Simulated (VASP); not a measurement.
CsI, 2 atoms in the cell. Symmetry: P4/mmm, No. 123, tetragonal system. Conventional cell: a = 4.658 Å, b = 4.658 Å, c = 4.567 Å, α = 90.00°, β = 90.00°, γ = 90.00°. Cs (site symmetry 4/mmm) has 8 I at 4.01 Å and 6 Cs at 4.57 to 4.66 Å within 5.3 Å. I (site symmetry 4/mmm) has 8 Cs at 4.01 Å and 6 I at 4.57 to 4.66 Å within 5.3 Å.  This cell differs from its parent crystal: equal xx and yy strain of +2 %.

* Program: VASP 6.6.1
* Task: single point
* Functional: LDA
* Potentials or basis: VASP PAW LDA potentials, release 64 (Cs_sv, I)
* Cutoff: 500 eV
* k mesh: 7 × 7 × 7
* Occupations: fermi-dirac, width 0.01 eV
* Spin: no spin polarisation
* Dipole correction: no
* Further INCAR settings: ALGO = Normal; EDIFF = 1e-06; NBANDS = 15

Potentials or basis: VASP PAW LDA potentials, release 64 (Cs_sv, I).

The run is started by

```console
$ cat potpaw_LDA.64/Cs_sv/POTCAR potpaw_LDA.64/I/POTCAR > POTCAR
$ mpirun -np 1 vasp_std > vasp.out
```

Hardware: 1 thread of Intel(R) Xeon(R) Platinum 8259CL CPU @ 2.50GHz (Skylake/Cascade Lake) (shared host).

Q: Estimate the wall time of this run.

A: It took 31 s on 1 thread of Intel(R) Xeon(R) Platinum 8259CL CPU @ 2.50GHz (Skylake/Cascade Lake), with other jobs on the host, peak memory 0.2 GiB. Counts: scf iterations 13, k points 40.
